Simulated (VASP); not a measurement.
# SnS2 (P-3m1) in VASP: further runs, part 2 of 2

VASP 6.6.1.

## Step 4: Single point, PBE-based global hybrid with 15 % exact exchange

File POSCAR:

```
SnS2
1.0
    3.6235996058      0.0000000000      0.0000000000
   -1.8117998029      3.1381293118      0.0000000000
    0.0000000000      0.0000000000      5.4175484982
Sn S
1 2
Direct
    0.0000000000      0.0000000000      0.0000000000
    0.3333333333      0.6666666667      0.2720014038
    0.6666666667      0.3333333333      0.7279985962
```

File INCAR.step1:

```
SYSTEM = SnS2
ALGO = Normal
EDIFF = 1E-5
ENCUT = 400
GGA = PE
GGA_COMPAT = .FALSE.
ISIF = 2
ISMEAR = 0
LASPH = .TRUE.
LCHARG = .FALSE.
LREAL = .FALSE.
LWAVE = .TRUE.
NBANDS = 20
NELM = 120
PREC = Accurate
SIGMA = 0.05
```

File INCAR.step2:

```
SYSTEM = SnS2
AEXX = 0.15
ALGO = Normal
EDIFF = 1E-6
ENCUT = 400
GGA = PE
GGA_COMPAT = .FALSE.
ISIF = 2
ISMEAR = 0
ISTART = 1
LASPH = .TRUE.
LCHARG = .FALSE.
LHFCALC = .TRUE.
LREAL = .FALSE.
LWAVE = .FALSE.
NBANDS = 20
NELM = 120
PREC = Accurate
PRECFOCK = Normal
SIGMA = 0.05
```

File KPOINTS:

```
k-points
0
G
  4 4 2
  0 0 0
```

Potentials or basis: VASP PAW PBE potentials, release 64 (Sn_d, S).

Launch:

```console
$ cat potpaw_PBE.64/Sn_d/POTCAR potpaw_PBE.64/S/POTCAR > POTCAR
$ cp INCAR.step1 INCAR
$ mpirun -np 1 vasp_std > vasp.out
$ cp INCAR.step2 INCAR
$ mpirun -np 1 vasp_std > vasp.out
```

OUTCAR:

```text
SYSTEM = SnS2
   AEXX = 0.15
   EDIFF = 1E-6
   ENCUT = 400
   GGA = PE
   ISIF = 2
   ISMEAR = 0
   ISTART = 1
   LASPH = .TRUE.
   LHFCALC = .TRUE.
   LREAL = .FALSE.
   NELM = 120
   PREC = Accurate
   PRECFOCK = Normal

 ion  position               nearest neighbor table
   1  0.000  0.000  0.000-   2 2.56   3 2.56   3 2.56   2 2.56   3 2.56   2 2.56
   2  0.333  0.667  0.272-   1 2.56   1 2.56   1 2.56
   3  0.667  0.333  0.728-   1 2.56   1 2.56   1 2.56

  LATTYP: Found a hexagonal cell.
 ALAT       =     3.6235996058
 C/A-ratio  =     1.4950737078

  Lattice vectors:

 A1 = (   3.6235996058,   0.0000000000,   0.0000000000)
 A2 = (  -1.8117998029,   3.1381293118,   0.0000000000)
 A3 = (   0.0000000000,   0.0000000000,   5.4175484982)

Analysis of symmetry for initial positions (statically):
=====================================================================
 Subroutine PRICEL returns:
 Original cell was already a primitive cell.

 Routine SETGRP: Setting up the symmetry group for a
 hexagonal supercell.

 Subroutine GETGRP returns: Found 12 space group operations
 (whereof 12 operations were pure point group operations)
 out of a pool of 24 trial point group operations.

The static configuration has the point symmetry D_3d.

Analysis of symmetry for dynamics (positions and initial velocities):
=====================================================================
 Subroutine PRICEL returns:
 Original cell was already a primitive cell.

 Routine SETGRP: Setting up the symmetry group for a
 hexagonal supercell.

 Subroutine GETGRP returns: Found 12 space group operations
 (whereof 12 operations were pure point group operations)
 out of a pool of 24 trial point group operations.

The dynamic configuration has the point symmetry D_3d.

 Subroutine INISYM returns: Found 12 space group operations
 (whereof 12 operations are pure point group operations),
 and found     1 'primitive' translations

----------------------------------------------------------------------------------------

                                     Primitive cell

  volume of cell :      61.6047

  direct lattice vectors                    reciprocal lattice vectors
     3.623599606  0.000000000  0.000000000     0.275968680  0.159330592  0.000000000
    -1.811799803  3.138129312  0.000000000     0.000000000  0.318661183  0.000000000
     0.000000000  0.000000000  5.417548498     0.000000000  0.000000000  0.184585334

  length of vectors
     3.623599606  3.623599606  5.417548498     0.318661183  0.318661183  0.184585334

  position of ions in fractional coordinates (direct lattice)
     0.000000000  0.000000000  0.000000000
     0.333333333  0.666666667  0.272001404
     0.666666667  0.333333333  0.727998596

  ion indices of the primitive-cell ions
   primitive index   ion index
                 1           1
                 2           2
                 3           3

----------------------------------------------------------------------------------------

 KPOINTS: k-points

[... 26 lines left out ...]
  0.500000  0.000000  0.000000      3.000000
  0.250000  0.250000  0.000000      6.000000
  0.000000  0.000000  0.500000      1.000000
  0.250000  0.000000  0.500000      6.000000
  0.500000  0.000000  0.500000      3.000000
  0.250000  0.250000  0.500000      6.000000
   k-points           NKPTS =      8   k-points in BZ     NKDIM =     32   number of bands    NBANDS=     20
   number of dos      NEDOS =    301   number of ions     NIONS =      3
   total plane-waves  NPLWV =  20736
   dimension x,y,z NGX =    24 NGY =   24 NGZ =   36
   dimension x,y,z NGXF=    48 NGYF=   48 NGZF=   72
   ions per type =               1   2
   NGX,Y,Z   is equivalent  to a cutoff of  11.01, 11.01, 11.05 a.u.
   NGXF,Y,Z  is equivalent  to a cutoff of  22.02, 22.02, 22.09 a.u.
 SYSTEM =  SnS2
   PREC   = accura    normal or accurate (medium, high low for compatibility)
   ISTART =      1    job   : 0-new  1-cont  2-samecut
   ICHARG =      0    charge: 1-file 2-atom 10-const
   ISPIN  =      1    spin polarized calculation?
   LNONCOLLINEAR =      F non collinear calculations
   LSORBIT =      F    spin-orbit coupling
   LASPH  =      T    aspherical Exc in radial PAW
   ENCUT  =  400.0 eV  29.40 Ry    5.42 a.u.   5.91  5.91  8.83*2*pi/ulx,y,z
   NELM   =    120;   NELMIN=  2; NELMDL=  0     # of ELM steps
   EDIFF  = 0.1E-05   stopping-criterion for ELM
   LREAL  =      F    real-space projection
   EDIFFG = 0.1E-04   stopping-criterion for IOM
   NSW    =      0    number of steps for IOM
   IBRION =     -1    ionic relax: 0-MD 1-quasi-New 2-CG
   NFREE  =      0    steps in history (QN), initial steepest desc. (CG)
   ISIF   =      2    stress and relaxation
   ISYM   =      3    0-nonsym 1-usesym 2-fastsym
   POTIM  = 0.5000    time-step for ionic-motion
   TEBEG  =    0.0;   TEEND  =   0.0 temperature during run
   PSTRESS=    0.0 pullay stress
   NELECT =      26.0000    total number of electrons
   NUPDOWN=      -1.0000    fix difference up-down
   EMIN   =  10.00;   EMAX   =-10.00  energy-range for DOS
   EFERMI =   0.00;   METHOD = LEGACY
   ISMEAR =     0;   SIGMA  =   0.05  broadening in eV -4-tet -1-fermi 0-gaus
   EFERMI_NEDOS =   21; number of points for ismear=-14 and -15
   IALGO  =     38    algorithm
   IMIX   =      1    mixing-type and parameters
     AMIX     =   0.40;   BMIX     =  1.00
     AMIX_MAG =   1.60;   BMIX_MAG =  1.00
  volume/ion in A,a.u.               =      20.53       138.58
  Fermi-wavevector in a.u.,A,eV,Ry     =   1.227990  2.320564 20.517018  1.507958
  Thomas-Fermi vector in A             =   2.362932
   LORBIT       =      0    0 simple, 1 ext, 2 COOP (PROOUT), +10 PAW based schemes
   GGA     = PE    functional components
   LHFCALC =     T    Hartree Fock is set to
   PRECFOCK=normal    Normal, Fast or Accurate (Low or Medium for compatibility)
   ENCUT4O =  -1.0   cutoff for four orbital integrals eV
   NKREDX  =     1    reduce k-point grid by
   NKREDY  =     1    reduce k-point grid by
   NKREDZ  =     1    reduce k-point grid by
   AEXX    =    0.1500 exact exchange contribution
   HFSCREEN=    0.0000 screening length (either q_TF or 0.3 A-1)
   HFSCREENC=   0.0000 screening length for correlation (either q_TF or 0.3 A-1)
   ENCUTFOCK=  -1.0 apply spherical cutoff to Coloumb kernel
   IVDW    =     0    specifies the selected vdW correction
   LEPSILON=     F    determine dielectric tensor
   LRPA    =     F    only Hartree local field effects (RPA)
 non-spin polarized calculation
 Gauss-broadening in eV      SIGMA  =   0.05
  energy-cutoff  :      400.00
  volume of cell :       61.60
 maximum number of plane-waves:      1134
 NGX is ok and might be reduce to    24
  NGX = 18; NGY = 18; NGZ = 28

 number of electron      25.9999995 magnetization

 Free energy of the ion-electron system (eV)
  ---------------------------------------------------
  ext. energy  EPLUGINS =         0.00000000
  ---------------------------------------------------
  free energy    TOTEN  =       -15.71273152 eV

  energy without entropy =      -15.71273152  energy(sigma->0) =      -15.71273152

 E-fermi :   6.0122     XC(G=0):  -8.9027

 val. band max:        5.7838612952   @ k =   0.0000   0.0000   0.0000
 cond. band min:       7.9958308729   @ k =   0.5000   0.0000   0.5000
 fundamental gap:      2.2119695777
 Fermi energy:         6.0121507362

 k-point     1 :       0.0000    0.0000    0.0000
  band No.  band energies     occupation
      1     -16.8538      2.00000
      2     -16.8538      2.00000
      3     -16.8013      2.00000
      4     -16.7700      2.00000
      5     -16.7700      2.00000
      6      -9.6717      2.00000
[... 173 lines left out ...]
     19      15.8490      0.00000
     20      15.8764      0.00000

------------------------ aborting loop because EDIFF is reached ----------------------------------------

  FORCE on cell =-STRESS in cart. coord.  units (eV):
  Direction    XX          YY          ZZ          XY          YZ          ZX
  --------------------------------------------------------------------------------------
  -------------------------------------------------------------------------------------
  Total        1.9169751      1.9169751      1.6167957     -0.0000000      0.0000000      0.0000000
  in kB       49.8555161     49.8555161     42.0486328     -0.0000000      0.0000000      0.0000000
  external PRESSURE =      47.2532217 kB  Pullay stress =       0.0000000 kB

 VOLUME and BASIS-vectors are now :
 -----------------------------------------------------------------------------
  energy-cutoff  :      400.00
  volume of cell :       61.60
      direct lattice vectors                 reciprocal lattice vectors
     3.623599606  0.000000000  0.000000000     0.275968680  0.159330592  0.000000000
    -1.811799803  3.138129312  0.000000000     0.000000000  0.318661183  0.000000000
     0.000000000  0.000000000  5.417548498     0.000000000  0.000000000  0.184585334

 POSITION                                       TOTAL-FORCE (eV/Angst)
 -----------------------------------------------------------------------------------
      0.00000      0.00000      0.00000        -0.000000      0.000000      0.000000
     -0.00000      2.09209      1.47358         0.000000     -0.000000     -0.380289
      1.81180      1.04604      3.94397         0.000000      0.000000      0.380289
 -----------------------------------------------------------------------------------
    total drift:                                0.000000     -0.000000      0.000002

  FREE ENERGIE OF THE ION-ELECTRON SYSTEM (eV)
  ---------------------------------------------------
  free  energy   TOTEN  =       -15.7127315249 eV

  energy  without entropy=      -15.7127315249  energy(sigma->0) =      -15.71273152
```

Run time: 5.7 min. Hardware: 1 thread of Intel Xeon Platinum 8259CL at 2.50GHz (Skylake/Cascade Lake), shared host; peak memory 0.15 GiB.

What came out:

```
Free energy            : -15.7127 eV
Pressure               : 4.7 GPa
Largest force          : 0.380 eV/Å
Band gap on the k mesh : 2.21 eV (least direct gap 2.55 eV)
```

Forces in eV/Å, atoms in the order of the input:
```
Sn   0.000  0.000  0.000
S    0.000  0.000 -0.380
S    0.000  0.000  0.380
```

Caveat: the k points lie up to 0.58 Å⁻¹ apart; the PAW data sets were made with another functional, which shifts forces and pressure a little; spin-orbit coupling is left out, which moves the levels of the heavy elements.

## Step 5: The runs side by side

```tsv
level	cutoff (eV)	share of exact exchange	gap on the mesh (eV)	pressure (GPa)	largest force (eV/Å)
PBE-based global hybrid with 5 % exact exchange	400	0.05	1.59	6.3	0.18
r2SCAN0	440	0.25	3.04	2.3	0.74
PBE-based global hybrid with 15 % exact exchange	400	0.15	2.21	4.7	0.38
```

Alike in all rows: task single point; potentials or basis VASP PAW PBE potentials, release 64 (Sn_d, S); no spin polarisation; cell as given; k mesh 4 × 4 × 2; smearing gaussian 0.05 eV.

Caveats: all runs use coarse meshes; the PAW data sets were made with another functional, which shifts forces and pressure a little; spin-orbit coupling is left out, which moves the levels of the heavy elements.

Absolute energies hang on the potentials; compare differences alone.
